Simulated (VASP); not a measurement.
# Ta in VASP: a series of runs, part 2 of 2

VASP 6.6.1. The steps go on from the part before.

### 3 Single point, LDA

INCAR reads:

```
SYSTEM = Ta
PREC = Accurate ; ENCUT = 520
EDIFF = 1E-6 ; ISMEAR = -1
SIGMA = 0.05 ; LREAL = .FALSE.
LASPH = .TRUE. ; NELM = 80
ALGO = Normal ; ISIF = 2
LWAVE = .FALSE. ; LCHARG = .FALSE.
LDIPOL = .TRUE. ; IDIPOL = 3
DIPOL = 0.5 0.5 0.500 ; NBANDS = 36
```

KPOINTS reads:

```
regular mesh
0
G
  11 11 1
  0 0 0
```

POSCAR reads:

```
Ta
1.0
    3.2528507656      0.0000000000      0.0000000000
    0.0000000000      3.2528507656      0.0000000000
    0.0000000000      0.0000000000     22.5057000000
Ta
5
Direct
    0.0000000000      0.0000000000      0.3640668192
    0.5000000000      0.5000000000      0.4265415960
    0.0000000000      0.0000000000      0.5000000001
    0.5000000000      0.5000000000      0.5734584040
    0.0000000000      0.0000000000      0.6359331808
```

Potentials or basis: VASP PAW LDA potentials, release 64 (Ta_pv).

Started as:

```bash
$ cat potpaw_LDA.64/Ta_pv/POTCAR > POTCAR
$ mpirun -np 1 vasp_std > vasp.out
```

OUTCAR:

```text
SYSTEM = Ta
   PREC = Accurate
   ENCUT = 520
   EDIFF = 1E-6
   ISMEAR = -1
   LREAL = .FALSE.
   LASPH = .TRUE.
   NELM = 80
   ISIF = 2

 ion  position               nearest neighbor table
   1  0.000  0.000  0.364-   2 2.70   2 2.70   2 2.70   2 2.70   3 3.06
   2  0.500  0.500  0.427-   1 2.70   1 2.70   1 2.70   1 2.70   3 2.83   3 2.83   3 2.83   3 2.83
                             4 3.31
   3  0.000  0.000  0.500-   4 2.83   4 2.83   4 2.83   4 2.83   2 2.83   2 2.83   2 2.83   2 2.83
                             5 3.06   1 3.06
   4  0.500  0.500  0.573-   5 2.70   5 2.70   5 2.70   5 2.70   3 2.83   3 2.83   3 2.83   3 2.83
                             2 3.31
   5  0.000  0.000  0.636-   4 2.70   4 2.70   4 2.70   4 2.70   3 3.06

  LATTYP: Found a simple tetragonal cell.
 ALAT       =     3.2528507656
 C/A-ratio  =     6.9187619174

  Lattice vectors:

 A1 = (   3.2528507656,   0.0000000000,   0.0000000000)
 A2 = (   0.0000000000,   3.2528507656,   0.0000000000)
 A3 = (   0.0000000000,   0.0000000000,  22.5057000000)

Analysis of symmetry for initial positions (statically):
=====================================================================
 Subroutine PRICEL returns:
 Original cell was already a primitive cell.

 Routine SETGRP: Setting up the symmetry group for a
 simple tetragonal supercell.

 Subroutine GETGRP returns: Found 16 space group operations
 (whereof 16 operations were pure point group operations)
 out of a pool of 16 trial point group operations.

The static configuration has the point symmetry D_4h.

Analysis of symmetry for dynamics (positions and initial velocities):
=====================================================================
 Subroutine PRICEL returns:
 Original cell was already a primitive cell.

 Routine SETGRP: Setting up the symmetry group for a
 simple tetragonal supercell.

 Subroutine GETGRP returns: Found 16 space group operations
 (whereof 16 operations were pure point group operations)
 out of a pool of 16 trial point group operations.

The dynamic configuration has the point symmetry D_4h.

 Subroutine INISYM returns: Found 16 space group operations
 (whereof 16 operations are pure point group operations),
 and found     1 'primitive' translations

----------------------------------------------------------------------------------------

                                     Primitive cell

  volume of cell :     238.1337

  direct lattice vectors                    reciprocal lattice vectors
     3.252850766  0.000000000  0.000000000     0.307422649  0.000000000  0.000000000
     0.000000000  3.252850766  0.000000000     0.000000000  0.307422649  0.000000000
     0.000000000  0.000000000 22.505700000     0.000000000  0.000000000  0.044433188

  length of vectors
     3.252850766  3.252850766 22.505700000     0.307422649  0.307422649  0.044433188

  position of ions in fractional coordinates (direct lattice)
     0.000000000  0.000000000  0.364066819
     0.500000000  0.500000000  0.426541596
     0.000000000  0.000000000  0.500000000
     0.500000000  0.500000000  0.573458404
     0.000000000  0.000000000  0.635933181

  ion indices of the primitive-cell ions
   primitive index   ion index
                 1           1
                 2           2
                 3           3
                 4           4
                 5           5

----------------------------------------------------------------------------------------

[... 48 lines left out ...]
   number of dos      NEDOS =    301   number of ions     NIONS =      5
   total plane-waves  NPLWV =  96768
   dimension x,y,z NGX =    24 NGY =   24 NGZ =  168
   dimension x,y,z NGXF=    48 NGYF=   48 NGZF=  336
   ions per type =               5
   NGX,Y,Z   is equivalent  to a cutoff of  12.27, 12.27, 12.41 a.u.
   NGXF,Y,Z  is equivalent  to a cutoff of  24.53, 24.53, 24.82 a.u.
 SYSTEM =  Ta
   PREC   = accura    normal or accurate (medium, high low for compatibility)
   ISTART =      0    job   : 0-new  1-cont  2-samecut
   ICHARG =      2    charge: 1-file 2-atom 10-const
   ISPIN  =      1    spin polarized calculation?
   LNONCOLLINEAR =      F non collinear calculations
   LSORBIT =      F    spin-orbit coupling
   LASPH  =      T    aspherical Exc in radial PAW
   ENCUT  =  520.0 eV  38.22 Ry    6.18 a.u.   6.05  6.05 41.85*2*pi/ulx,y,z
   NELM   =     80;   NELMIN=  2; NELMDL= -5     # of ELM steps
   EDIFF  = 0.1E-05   stopping-criterion for ELM
   LREAL  =      F    real-space projection
   EDIFFG = 0.1E-04   stopping-criterion for IOM
   NSW    =      0    number of steps for IOM
   IBRION =     -1    ionic relax: 0-MD 1-quasi-New 2-CG
   NFREE  =      0    steps in history (QN), initial steepest desc. (CG)
   ISIF   =      2    stress and relaxation
   ISYM   =      2    0-nonsym 1-usesym 2-fastsym
   POTIM  = 0.5000    time-step for ionic-motion
   TEBEG  =    0.0;   TEEND  =   0.0 temperature during run
   PSTRESS=    0.0 pullay stress
   NELECT =      55.0000    total number of electrons
   NUPDOWN=      -1.0000    fix difference up-down
   EMIN   =  10.00;   EMAX   =-10.00  energy-range for DOS
   EFERMI =   0.00;   METHOD = LEGACY
   ISMEAR =    -1;   SIGMA  =   0.05  broadening in eV -4-tet -1-fermi 0-gaus
   EFERMI_NEDOS =   21; number of points for ismear=-14 and -15
   IALGO  =     38    algorithm
   IMIX   =      4    mixing-type and parameters
     AMIX     =   0.40;   BMIX     =  1.00
     AMIX_MAG =   1.60;   BMIX_MAG =  1.00
  volume/ion in A,a.u.               =      47.63       321.40
  Fermi-wavevector in a.u.,A,eV,Ry     =   1.004436  1.898108 13.726796  1.008891
  Thomas-Fermi vector in A             =   2.137051
   LORBIT       =      0    0 simple, 1 ext, 2 COOP (PROOUT), +10 PAW based schemes
   GGA     = CA    functional components
   LHFCALC =     F    Hartree Fock is set to
   AEXX    =    0.0000 exact exchange contribution
   IVDW    =     0    specifies the selected vdW correction
   LEPSILON=     F    determine dielectric tensor
   LRPA    =     F    only Hartree local field effects (RPA)
 non-spin polarized calculation
  energy-cutoff  :      520.00
  volume of cell :      238.13
 maximum number of plane-waves:      6464
   NGX = 13   NGY = 13   NGZ = 83

 number of electron      55.0000013 magnetization

 dipolmoment           0.000000      0.000000     -0.000000 electrons x Angstroem

 Free energy of the ion-electron system (eV)
  ---------------------------------------------------
  ext. energy  EPLUGINS =         0.00000000
  ---------------------------------------------------
  free energy    TOTEN  =       -60.35839885 eV

  energy without entropy =      -60.32065132  energy(sigma->0) =      -60.33952509

 E-fermi :  -0.2711     XC(G=0):  -5.7251

 val. band max:       -0.2737291750   @ k =   0.4545   0.1818   0.0000
 cond. band min:      -0.2167718895   @ k =   0.1818   0.0000   0.0000
 fundamental gap:      0.0569572855
 Fermi energy:        -0.2710572837

 k-point     1 :       0.0000    0.0000    0.0000
  band No.  band energies     occupation
      1     -34.5540      2.00000
      2     -34.5512      2.00000
      3     -34.4284      2.00000
      4     -34.4284      2.00000
      5     -34.4020      2.00000
      6     -34.4020      2.00000
[... 808 lines left out ...]
     35       3.6809      0.00000
     36       4.0528      0.00000

------------------------ aborting loop because EDIFF is reached ----------------------------------------

 vacuum level on the upper side and lower side of the slab       (xc-potential included)        -0.147        -0.147

  FORCE on cell =-STRESS in cart. coord.  units (eV):
  Direction    XX          YY          ZZ          XY          YZ          ZX
  --------------------------------------------------------------------------------------
  -------------------------------------------------------------------------------------
  Total       -0.4947292     -0.4947292      0.3389943      0.0000000      0.0000000      0.0000000
  in kB       -3.3285672     -3.3285672      2.2807736      0.0000000      0.0000000      0.0000000
  external PRESSURE =      -1.4587869 kB  Pullay stress =       0.0000000 kB

 VOLUME and BASIS-vectors are now :
 -----------------------------------------------------------------------------
  energy-cutoff  :      520.00
  volume of cell :      238.13
      direct lattice vectors                 reciprocal lattice vectors
     3.252850766  0.000000000  0.000000000     0.307422649  0.000000000  0.000000000
     0.000000000  3.252850766  0.000000000     0.000000000  0.307422649  0.000000000
     0.000000000  0.000000000 22.505700000     0.000000000  0.000000000  0.044433188

 POSITION                                       TOTAL-FORCE (eV/Angst)
 -----------------------------------------------------------------------------------
      0.00000      0.00000      8.19358         0.000000      0.000000     -0.057840
      1.62643      1.62643      9.59962        -0.000000     -0.000000     -0.003634
      0.00000      0.00000     11.25285         0.000000     -0.000000      0.000000
      1.62643      1.62643     12.90608         0.000000      0.000000      0.003634
      0.00000      0.00000     14.31212         0.000000     -0.000000      0.057840
 -----------------------------------------------------------------------------------
    total drift:                                0.000000      0.000000     -0.000003

  FREE ENERGIE OF THE ION-ELECTRON SYSTEM (eV)
  ---------------------------------------------------
  free  energy   TOTEN  =       -60.3583988532 eV

  energy  without entropy=      -60.3206513212  energy(sigma->0) =      -60.33952509

 vacuum level on the upper side and lower side of the slab         3.645         3.645
```

OSZICAR:

```text
N       E                     dE             d eps       ncg     rms          rms(c)
DAV:   1     0.465216130369E+03    0.46522E+03   -0.30903E+04  1856   0.133E+03
DAV:   2    -0.450625683299E+02   -0.51028E+03   -0.50067E+03  1792   0.366E+02
DAV:   3    -0.657403210497E+02   -0.20678E+02   -0.20128E+02  1888   0.659E+01
[... 18 lines left out ...]
DAV:  22    -0.603583939051E+02   -0.31344E-05   -0.12845E-06  1212   0.553E-03    0.108E-03
DAV:  23    -0.603583953370E+02   -0.14319E-05   -0.26299E-07  1160   0.172E-03    0.532E-04
DAV:  24    -0.603583970757E+02   -0.17386E-05   -0.15816E-07  1124   0.205E-03    0.390E-04
DAV:  25    -0.603583981976E+02   -0.11220E-05   -0.45514E-08  1016   0.107E-03    0.327E-04
DAV:  26    -0.603583988532E+02   -0.65553E-06   -0.37890E-08  1052   0.107E-03
   1 F= -.60358399E+02 E0= -.60339525E+02  d E =-.377475E-01
```

Wall time 96 s (1 thread of Intel Xeon 6975P-C (Granite Rapids), shared host); peak memory 0.31 GiB.

What came out:

```
Free energy            : -60.3584 eV
Largest force          : 0.058 eV/Å
Band gap on the k mesh : zero (an odd number of electrons rules out a gap without spin polarisation)
```

Forces on the atoms (eV/Å):
```
Ta   0.000  0.000 -0.058
Ta   0.000  0.000 -0.004
Ta   0.000  0.000  0.000
Ta   0.000  0.000  0.004
Ta   0.000  0.000  0.058
```

Caveat: spin-orbit coupling is left out, which moves the levels of the heavy elements.
